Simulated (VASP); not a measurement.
Write the native input for VASP 6.6.1 that does the following.

* Task: single point
* Functional: PBE
* Potentials or basis: VASP PAW PBE potentials, release 64 (In_d, P)
* Cutoff: 520 eV
* k mesh: 11 × 11 × 11
* Occupations: fermi-dirac, width 0.1 eV
* Spin: no spin polarisation
* Dipole correction: no
* Further INCAR settings: ALGO = Normal; EDIFF = 1e-06; NBANDS = 16

The structure of InP (zincblende type) lies in POSCAR:

```
InP
1.0
    0.0000000000      2.9191011324      2.9191011324
    2.9191011324      0.0000000000      2.9191011324
    2.9191011324      2.9191011324      0.0000000000
In P
1 1
Direct
    0.0000000000      0.0000000000      0.0000000000
    0.2500000000      0.2500000000      0.2500000000
```

These files were run (other wordings do the same):

INCAR

```
SYSTEM = InP
PREC = Accurate ; ENCUT = 520
EDIFF = 1E-6 ; ISMEAR = -1
SIGMA = 0.1 ; LREAL = .False.
LASPH = .True. ; NELM = 80
ALGO = Normal ; ISIF = 2
LWAVE = .False. ; LCHARG = .True.
GGA = PE ; LELF = .True.
LVHAR = .True. ; NBANDS = 16
```

KPOINTS

```
regular mesh
0
Gamma
  11 11 11
  0 0 0
```

Potentials or basis: VASP PAW PBE potentials, release 64 (In_d, P).

The run is started by

```console
$ cat potpaw_PBE.64/In_d/POTCAR potpaw_PBE.64/P/POTCAR > POTCAR
$ mpirun -np 1 vasp_std > vasp.out
```

Results of the run:

```yaml
Pressure: 4.2 GPa
Band_gap_on_the_k_mesh: 0.78 eV
```

Caveat: the cell stands under pressure; spin-orbit coupling is left out, which moves the levels of the heavy elements.

It took 16 s on 1 thread of Intel(R) Xeon(R) 6975P-C (Granite Rapids), with other jobs on the host, peak memory 0.2 GiB.
